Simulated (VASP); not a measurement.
# CdTeF6 (Fm-3m) in VASP: a series of runs

CdTeF6 is run at these levels: PBE, r2SCAN; tasks: single point, relaxation of cell and atoms.

All numbers are computed with VASP 6.6.1; they aren't measurements. Logs are shortened: lines on timing, memory, paths and dates and some standing lists are left out, and cuts for length are marked.

## (1) The cell of the first run

It takes space group Fm-3m (No. 225, cubic). Conventional cell: a = 8.677 Å, b = 8.677 Å, c = 8.677 Å, α = 90.00°, β = 90.00°, γ = 90.00°. Within 3.0 Å of Cd (site symmetry m-3m) lie 6 F at 2.25 Å. Within 2.8 Å of Te (site symmetry m-3m) lie 6 F at 2.09 Å. Within 2.8 Å of F (site symmetry 4mm) lie 1 Te at 2.09 Å and 1 Cd at 2.25 Å.

## (2) Single point, PBE

INCAR

```
PREC = Accurate ; ENCUT = 520
EDIFF = 1E-6 ; ISMEAR = 0
SIGMA = 0.1 ; LREAL = F
LASPH = T ; NELM = 60
ALGO = Normal ; ISIF = 2
LWAVE = F ; LCHARG = F
GGA = PE ; NBANDS = 40
```

KPOINTS

```
regular mesh
0
Gamma
  4 4 4
```

POSCAR

```
CdTeF6
1.0
    0.0000000000      4.3386100432      4.3386100432
    4.3386100432      0.0000000000      4.3386100432
    4.3386100432      4.3386100432      0.0000000000
Cd Te F
1 1 6
Direct
    0.0000000000      0.0000000000      0.0000000000
    0.5000000000      0.5000000000      0.5000000000
    0.7406720140      0.2593279860      0.2593279860
    0.2593279860      0.7406720140      0.7406720140
    0.2593279860      0.7406720140      0.2593279860
    0.7406720140      0.2593279860      0.7406720140
    0.2593279860      0.2593279860      0.7406720140
    0.7406720140      0.7406720140      0.2593279860
```

Potentials or basis: VASP PAW PBE potentials, release 64 (Cd, Te, F).

Launch:

```console
$ cat potpaw_PBE.64/Cd/POTCAR potpaw_PBE.64/Te/POTCAR potpaw_PBE.64/F/POTCAR > POTCAR
$ mpirun -np 1 vasp_std > vasp.out
```

OUTCAR:

```text
PREC = Accurate
   ENCUT = 520
   EDIFF = 1E-6
   ISMEAR = 0
   LREAL = F
   LASPH = T
   NELM = 60
   ISIF = 2
   GGA = PE

 ion  position               nearest neighbor table
   1  0.000  0.000  0.000-   3 2.25   4 2.25   5 2.25   6 2.25   7 2.25   8 2.25
   2  0.500  0.500  0.500-   3 2.09   4 2.09   5 2.09   6 2.09   7 2.09   8 2.09
   3  0.741  0.259  0.259-   2 2.09   1 2.25
   4  0.259  0.741  0.741-   2 2.09   1 2.25
   5  0.259  0.741  0.259-   2 2.09   1 2.25
   6  0.741  0.259  0.741-   2 2.09   1 2.25
   7  0.259  0.259  0.741-   2 2.09   1 2.25
   8  0.741  0.741  0.259-   2 2.09   1 2.25

  LATTYP: Found a face centered cubic cell.
 ALAT       =     8.6772200864

  Lattice vectors:

 A1 = (   0.0000000000,   4.3386100432,   4.3386100432)
 A2 = (   4.3386100432,   0.0000000000,   4.3386100432)
 A3 = (   4.3386100432,   4.3386100432,   0.0000000000)

Analysis of symmetry for initial positions (statically):
=====================================================================
 Subroutine PRICEL returns:
 Original cell was already a primitive cell.

 Routine SETGRP: Setting up the symmetry group for a
 face centered cubic supercell.

 Subroutine GETGRP returns: Found 48 space group operations
 (whereof 48 operations were pure point group operations)
 out of a pool of 48 trial point group operations.

The static configuration has the point symmetry O_h .

Analysis of symmetry for dynamics (positions and initial velocities):
=====================================================================
 Subroutine PRICEL returns:
 Original cell was already a primitive cell.

 Routine SETGRP: Setting up the symmetry group for a
 face centered cubic supercell.

 Subroutine GETGRP returns: Found 48 space group operations
 (whereof 48 operations were pure point group operations)
 out of a pool of 48 trial point group operations.

The dynamic configuration has the point symmetry O_h .

 Subroutine INISYM returns: Found 48 space group operations
 (whereof 48 operations are pure point group operations),
 and found     1 'primitive' translations

----------------------------------------------------------------------------------------

                                     Primitive cell

  volume of cell :     163.3360

  direct lattice vectors                    reciprocal lattice vectors
     0.000000000  4.338610043  4.338610043    -0.115244282  0.115244282  0.115244282
     4.338610043  0.000000000  4.338610043     0.115244282 -0.115244282  0.115244282
     4.338610043  4.338610043  0.000000000     0.115244282  0.115244282 -0.115244282

  length of vectors
     6.135721165  6.135721165  6.135721165     0.199608952  0.199608952  0.199608952

  position of ions in fractional coordinates (direct lattice)
     0.000000000  0.000000000  0.000000000
     0.500000000  0.500000000  0.500000000
     0.740672014  0.259327986  0.259327986
     0.259327986  0.740672014  0.740672014
     0.259327986  0.740672014  0.259327986
     0.740672014  0.259327986  0.740672014
     0.259327986  0.259327986  0.740672014
     0.740672014  0.740672014  0.259327986

  ion indices of the primitive-cell ions
   primitive index   ion index
                 1           1
                 2           2
                 3           3
                 4           4
                 5           5
                 6           6
                 7           7
                 8           8

----------------------------------------------------------------------------------------

 KPOINTS: regular mesh

Automatic generation of k-mesh.
 Grid dimensions read from file:
 generate k-points for:    4    4    4

 Generating k-lattice:

  Cartesian coordinates                     Fractional coordinates (reciprocal lattice)
    -0.028811071  0.028811071  0.028811071     0.250000000  0.000000000  0.000000000
     0.028811071 -0.028811071  0.028811071     0.000000000  0.250000000  0.000000000
     0.028811071  0.028811071 -0.028811071     0.000000000  0.000000000  0.250000000

  Length of vectors
     0.049902238  0.049902238  0.049902238

  Shift w.r.t. Gamma in fractional coordinates (k-lattice)
     0.000000000  0.000000000  0.000000000

 Subroutine IBZKPT returns following result:
 ===========================================

 Found      8 irreducible k-points:

 Following reciprocal coordinates:
            Coordinates               Weight
  0.000000  0.000000  0.000000      1.000000
  0.250000  0.000000  0.000000      8.000000
  0.500000  0.000000  0.000000      4.000000
  0.250000  0.250000  0.000000      6.000000
  0.500000  0.250000  0.000000     24.000000
 -0.250000  0.250000  0.000000     12.000000
  0.500000  0.500000  0.000000      3.000000
 -0.250000  0.500000  0.250000      6.000000
   k-points           NKPTS =      8   k-points in BZ     NKDIM =      8   number of bands    NBANDS=     40
   number of dos      NEDOS =    301   number of ions     NIONS =      8
[... 60 lines left out ...]
  ---------------------------------------------------
  free energy    TOTEN  =       -31.62418485 eV

  energy without entropy =      -31.62418485  energy(sigma->0) =      -31.62418485

 E-fermi :  -0.9642     XC(G=0):  -7.5112

 val. band max:       -1.4990570965   @ k =   0.5000   0.5000   0.0000
 cond. band min:       1.2467984290   @ k =   0.5000   0.0000   0.0000
 fundamental gap:      2.7458555255
 Fermi energy:        -0.9641925715

 k-point     1 :       0.0000    0.0000    0.0000
  band No.  band energies     occupation
      1     -24.1780      2.00000
      2     -23.6143      2.00000
      3     -23.6143      2.00000
      4     -23.6143      2.00000
      5     -23.3944      2.00000
      6     -23.3944      2.00000
[... 32 lines left out ...]
     39       9.1698      0.00000
     40       9.5187      0.00000

 k-point     2 :       0.2500    0.0000    0.0000
  band No.  band energies     occupation
      1     -24.1407      2.00000
      2     -23.6578      2.00000
      3     -23.6119      2.00000
      4     -23.6119      2.00000
      5     -23.3965      2.00000
      6     -23.3965      2.00000
[... 32 lines left out ...]
     39       9.2757      0.00000
     40       9.7579      0.00000

 k-point     3 :       0.5000    0.0000    0.0000
  band No.  band energies     occupation
      1     -24.0956      2.00000
      2     -23.7100      2.00000
      3     -23.6101      2.00000
      4     -23.6101      2.00000
      5     -23.3985      2.00000
      6     -23.3985      2.00000
[... 32 lines left out ...]
     39       9.3441      0.00000
     40      10.2540      0.00000

 k-point     4 :       0.2500    0.2500    0.0000
  band No.  band energies     occupation
      1     -24.1343      2.00000
      2     -23.6432      2.00000
      3     -23.6155      2.00000
      4     -23.6155      2.00000
      5     -23.4168      2.00000
      6     -23.3933      2.00000
[... 32 lines left out ...]
     39       8.8192      0.00000
     40      10.1731      0.00000

 k-point     5 :       0.5000    0.2500    0.0000
  band No.  band energies     occupation
      1     -24.0974      2.00000
      2     -23.6719      2.00000
      3     -23.6144      2.00000
      4     -23.6136      2.00000
      5     -23.4326      2.00000
      6     -23.3954      2.00000
[... 32 lines left out ...]
     39       9.2985      0.00000
     40       9.9407      0.00000

 k-point     6 :      -0.2500    0.2500    0.0000
  band No.  band energies     occupation
      1     -24.1047      2.00000
      2     -23.6804      2.00000
      3     -23.6168      2.00000
      4     -23.6102      2.00000
      5     -23.4119      2.00000
      6     -23.3986      2.00000
[... 32 lines left out ...]
     39       9.1778      0.00000
     40       9.8787      0.00000

 k-point     7 :       0.5000    0.5000    0.0000
  band No.  band energies     occupation
      1     -24.0990      2.00000
      2     -23.6196      2.00000
      3     -23.6167      2.00000
      4     -23.6167      2.00000
      5     -23.4828      2.00000
      6     -23.3915      2.00000
[... 32 lines left out ...]
     39       8.6448      0.00000
     40      10.5326      0.00000

 k-point     8 :      -0.2500    0.5000    0.2500
  band No.  band energies     occupation
      1     -24.0900      2.00000
      2     -23.6554      2.00000
      3     -23.6183      2.00000
      4     -23.6183      2.00000
      5     -23.4492      2.00000
      6     -23.3960      2.00000
[... 32 lines left out ...]
     39       9.1729      0.00000
     40       9.6584      0.00000

------------------------ aborting loop because EDIFF is reached ----------------------------------------

  FORCE on cell =-STRESS in cart. coord.  units (eV):
  Direction    XX          YY          ZZ          XY          YZ          ZX
  --------------------------------------------------------------------------------------
  -------------------------------------------------------------------------------------
  Total        0.0488852      0.0488852      0.0488852     -0.0000000      0.0000000     -0.0000000
  in kB        0.4795193      0.4795193      0.4795193     -0.0000000      0.0000000     -0.0000000
  external PRESSURE =       0.4795193 kB  Pullay stress =       0.0000000 kB

 VOLUME and BASIS-vectors are now :
 -----------------------------------------------------------------------------
  energy-cutoff  :      520.00
  volume of cell :      163.34
      direct lattice vectors                 reciprocal lattice vectors
     0.000000000  4.338610043  4.338610043    -0.115244282  0.115244282  0.115244282
     4.338610043  0.000000000  4.338610043     0.115244282 -0.115244282  0.115244282
     4.338610043  4.338610043  0.000000000     0.115244282  0.115244282 -0.115244282

 POSITION                                       TOTAL-FORCE (eV/Angst)
 -----------------------------------------------------------------------------------
      0.00000      0.00000      0.00000         0.000000      0.000000      0.000000
      4.33861      4.33861      4.33861         0.000000      0.000000     -0.000000
      2.25025      4.33861      4.33861         0.136316      0.000000      0.000000
      6.42697      4.33861      4.33861        -0.136316      0.000000      0.000000
      4.33861      2.25025      4.33861         0.000000      0.136316      0.000000
      4.33861      6.42697      4.33861         0.000000     -0.136316      0.000000
      4.33861      4.33861      2.25025         0.000000      0.000000      0.136316
      4.33861      4.33861      6.42697         0.000000      0.000000     -0.136316
 -----------------------------------------------------------------------------------
    total drift:                                0.000000      0.000000     -0.000000

  FREE ENERGIE OF THE ION-ELECTRON SYSTEM (eV)
  ---------------------------------------------------
  free  energy   TOTEN  =       -31.6241848462 eV

  energy  without entropy=      -31.6241848462  energy(sigma->0) =      -31.62418485
```

It took 97 s on 1 thread of Oxide Virtual Turin-like, shared host; peak memory 0.3 GiB.

What came out:

| Property | Result |
| --- | --- |
| Free energy | -31.6242 eV |
| Pressure | 0.0 GPa |
| Largest force | 0.136 eV/Å |
| Band gap on the k mesh | 2.75 eV, indirect (least direct gap 3.50 eV) |

Forces on the atoms (eV/Å):
```
Cd   0.000  0.000  0.000
Te   0.000  0.000  0.000
F    0.136  0.000  0.000
F   -0.136  0.000  0.000
F    0.000  0.136  0.000
F    0.000 -0.136  0.000
F    0.000  0.000  0.136
F    0.000  0.000 -0.136
```

Caveat: spin-orbit coupling is left out, which moves the levels of the heavy elements.

## (3) Relaxation of cell and atoms, PBE

This run uses another cell than the first one, of 19.64 Å³/atom, 0.962 times its volume.

INCAR

```
SYSTEM = CdTeF6
PREC = Accurate
ENCUT = 600
EDIFF = 1E-7
ISMEAR = 0
SIGMA = 0.1
LREAL = .FALSE.
LASPH = .TRUE.
NELM = 80
ALGO = Normal
ISIF = 3
LWAVE = .FALSE.
LCHARG = .FALSE.
GGA = PE
IBRION = 2
NSW = 90
EDIFFG = -0.04
```

KPOINTS

```
Automatic mesh
0
G
  4 4 4
  0 0 0
```

POSCAR

```
CdTeF6
1.0
    0.0000000000      4.2826493900      4.2826493900
    4.2826493900      0.0000000000      4.2826493900
    4.2826493900      4.2826493900      0.0000000000
Cd Te F
1 1 6
Direct
    0.0000000000      0.0000000000      0.0000000000
    0.5000000000      0.5000000000      0.5000000000
    0.7476230900      0.2523769100      0.2523769100
    0.2523769100      0.7476230900      0.7476230900
    0.2523769100      0.7476230900      0.2523769100
    0.7476230900      0.2523769100      0.7476230900
    0.2523769100      0.2523769100      0.7476230900
    0.7476230900      0.7476230900      0.2523769100
```

Potentials or basis: VASP PAW PBE potentials, release 64 (Cd, Te, F).

Launch:

```console
$ cat potpaw_PBE.64/Cd/POTCAR potpaw_PBE.64/Te/POTCAR potpaw_PBE.64/F/POTCAR > POTCAR
$ mpirun -np 1 vasp_std > vasp.out
```

It took 8.3 min on 1 thread of Oxide Virtual Turin-like, shared host; peak memory 0.33 GiB.

Results (log left out):

| Property | Result |
| --- | --- |
| Free energy | -31.6266 eV |
| Relaxed volume | 20.48 Å³/atom |
| Relaxed cell | a = 6.142 Å, b = 6.142 Å, c = 6.142 Å, α = 60.00°, β = 60.00°, γ = 60.00° |
| Space group after relaxing (to 0.05 Å) | Fm-3m (No. 225) |
| Energy gained by relaxing | 33.6 meV/atom |
| Ionic steps | 5 |
| Pressure after relaxing | 0.0 GPa |
| Largest force after relaxing | 0.032 eV/Å |
| Band gap on the k mesh | 2.72 eV, indirect (least direct gap 3.45 eV) |

Forces on the atoms (eV/Å):
```
Cd   0.000  0.000  0.000
Te   0.000  0.000  0.000
F    0.032  0.000  0.000
F   -0.032  0.000  0.000
F    0.000  0.032  0.000
F    0.000 -0.032  0.000
F    0.000  0.000  0.032
F    0.000  0.000 -0.032
```

The path:
```tsv
step	energy change (eV)	largest force (eV/Å)	pressure (GPa)	volume (Å³)
1	0.0000	1.2592	1.36	157.10
2	-0.2579	0.0195	1.15	160.90
3	-0.2594	0.0777	1.19	161.22
4	-0.2670	0.0799	-0.51	165.03
5	-0.2690	0.0316	0.00	163.83
```

Final structure:
```cif
data_structure
_symmetry_space_group_name_H-M 'P 1'
_symmetry_Int_Tables_number 1
_cell_length_a 6.1419
_cell_length_b 6.1419
_cell_length_c 6.1419
_cell_angle_alpha 60.000
_cell_angle_beta 60.000
_cell_angle_gamma 60.000
_cell_volume 163.83
loop_
_atom_site_label
_atom_site_type_symbol
_atom_site_fract_x
_atom_site_fract_y
_atom_site_fract_z
_atom_site_occupancy
Cd1 Cd 0.00000 0.00000 0.00000 1
Te1 Te 0.50000 0.50000 0.50000 1
F1 F 0.73998 0.26002 0.26002 1
F2 F 0.26002 0.73998 0.73998 1
F3 F 0.26002 0.73998 0.26002 1
F4 F 0.73998 0.26002 0.73998 1
F5 F 0.26002 0.26002 0.73998 1
F6 F 0.73998 0.73998 0.26002 1
```

Levels at points of the mesh, in eV from the valence-band top:
```tsv
k point	band 28	band 29	band 30	band 31	band 32	band 33
(0.00, 0.00, 0.00)	-2.42	-2.42	-2.09	4.30	4.30	4.30
(0.50, 0.00, 0.00)	-2.63	-2.56	-0.73	2.72	5.00	5.00
(0.50, 0.50, 0.00)	-2.60	-2.42	0.00	4.52	4.52	4.65
```

Caveat: spin-orbit coupling is left out, which moves the levels of the heavy elements. A k mesh can miss the band edges.

## (4) Single point, r2SCAN

This run uses another cell than the first one, of 20.53 Å³/atom, 1.005 times its volume.

POSCAR

```
CdTeF6
1.0
    0.0000000000      4.3463037541      4.3463037541
    4.3463037541      0.0000000000      4.3463037541
    4.3463037541      4.3463037541      0.0000000000
Cd Te F
1 1 6
Direct
    0.0000000000      0.0000000000      0.0000000000
    0.5000000000      0.5000000000      0.5000000000
    0.7402890084      0.2597109916      0.2597109916
    0.2597109916      0.7402890084      0.7402890084
    0.2597109916      0.7402890084      0.2597109916
    0.7402890084      0.2597109916      0.7402890084
    0.2597109916      0.2597109916      0.7402890084
    0.7402890084      0.7402890084      0.2597109916
```

INCAR.step1

```
SYSTEM = CdTeF6
ALGO     = Normal         ! electronic algorithm
EDIFF    = 1E-4           ! SCF threshold, eV
ENCUT    = 520            ! plane-wave cutoff, eV
GGA      = PE             ! functional
ISMEAR   = 0              ! smearing method
LASPH    = .True.         ! aspherical terms in the spheres
LCHARG   = .False.        ! write CHGCAR
LREAL    = .False.        ! projectors in reciprocal space
LWAVE    = .True.         ! write WAVECAR
NBANDS   = 40             ! bands
NELM     = 60             ! most SCF steps
PREC     = Accurate       ! precision mode
SIGMA    = 0.02           ! smearing width, eV
```

INCAR.step2

```
SYSTEM = CdTeF6
ALGO     = Normal         ! electronic algorithm
EDIFF    = 1E-6           ! SCF threshold, eV
ENCUT    = 520            ! plane-wave cutoff, eV
ISIF     = 2              ! what is computed and relaxed
ISMEAR   = 0              ! smearing method
ISTART   = 1            
LASPH    = .True.         ! aspherical terms in the spheres
LCHARG   = .True.         ! write CHGCAR
LELF     = .True.         ! ELF
LMIXTAU  = .True.       
LREAL    = .False.        ! projectors in reciprocal space
LVHAR    = .True.       
LWAVE    = .False.        ! write WAVECAR
METAGGA  = R2SCAN         ! meta-GGA
NBANDS   = 40             ! bands
NELM     = 60             ! most SCF steps
PREC     = Accurate       ! precision mode
SIGMA    = 0.02           ! smearing width, eV
```

KPOINTS

```
k-points
0
Gamma
  6 6 6
  0 0 0
```

Launch:

```console
$ cat potpaw_PBE.64/Cd/POTCAR potpaw_PBE.64/Te/POTCAR potpaw_PBE.64/F/POTCAR > POTCAR
$ cp INCAR.step1 INCAR
$ mpirun -np 1 vasp_std > vasp.out
$ cp INCAR.step2 INCAR
$ mpirun -np 1 vasp_std > vasp.out
```

Wall time 17 min (1 thread of Oxide Virtual Turin-like, shared host); peak memory 0.38 GiB.

The run converged. Its results:

| Quantity | Value |
| --- | --- |
| Free energy | -81.8031 eV |
| Pressure | -2.6 GPa |
| Largest force | 0.185 eV/Å |
| Band gap on the k mesh | 3.16 eV, indirect (least direct gap 3.87 eV) |

Forces on the atoms (eV/Å):
```
Cd   0.000  0.000  0.000
Te   0.000  0.000  0.000
F    0.185  0.000  0.000
F   -0.185  0.000  0.000
F    0.000  0.185  0.000
F    0.000 -0.185  0.000
F    0.000  0.000  0.185
F    0.000  0.000 -0.185
```

Levels at points of the mesh, in eV from the valence-band top:
```
           k point  band 27  band 28  band 29  band 30  band 31  band 32  band 33  band 34
(0.00, 0.00, 0.00)    -2.73    -2.73    -2.73    -1.99     4.67     4.67     4.67     5.50
(0.50, 0.00, 0.00)    -2.94    -2.94    -2.87    -0.72     3.16     5.35     5.35     7.37
(0.50, 0.50, 0.00)    -2.91    -2.91    -2.73     0.00     4.88     4.88     5.00     5.48
```

Caveat: the PAW data sets were made with another functional, which shifts forces and pressure a little; spin-orbit coupling is left out, which moves the levels of the heavy elements.

## (5) Summary

| task | level | cell | k mesh | cutoff (eV) | smearing | gap on the mesh (eV) | pressure (GPa) | largest force (eV/Å) |
| --- | --- | --- | --- | --- | --- | --- | --- | --- |
| single point | PBE | a = 6.136 Å, angles 60.0°, 8 atoms | 4 × 4 × 4 | 520 | gaussian 0.1 eV | 2.75 | 0.0 | 0.14 |
| relaxation of cell and atoms | PBE | relaxed from a = 6.057 Å, angles 60.0°, 8 atoms | 4 × 4 × 4 | 600 | gaussian 0.1 eV | 2.72 | 0.0 | 0.03 |
| single point | r2SCAN | a = 6.147 Å, angles 60.0°, 8 atoms | 6 × 6 × 6 | 520 | gaussian 0.02 eV | 3.16 | -2.6 | 0.18 |

Alike in all rows: potentials or basis VASP PAW PBE potentials, release 64 (Cd, Te, F); no spin polarisation.

Caveats: spin-orbit coupling is left out, which moves the levels of the heavy elements; the PAW data sets were made with another functional, which shifts forces and pressure a little (some runs).

Absolute energies hang on the potentials; compare differences alone.
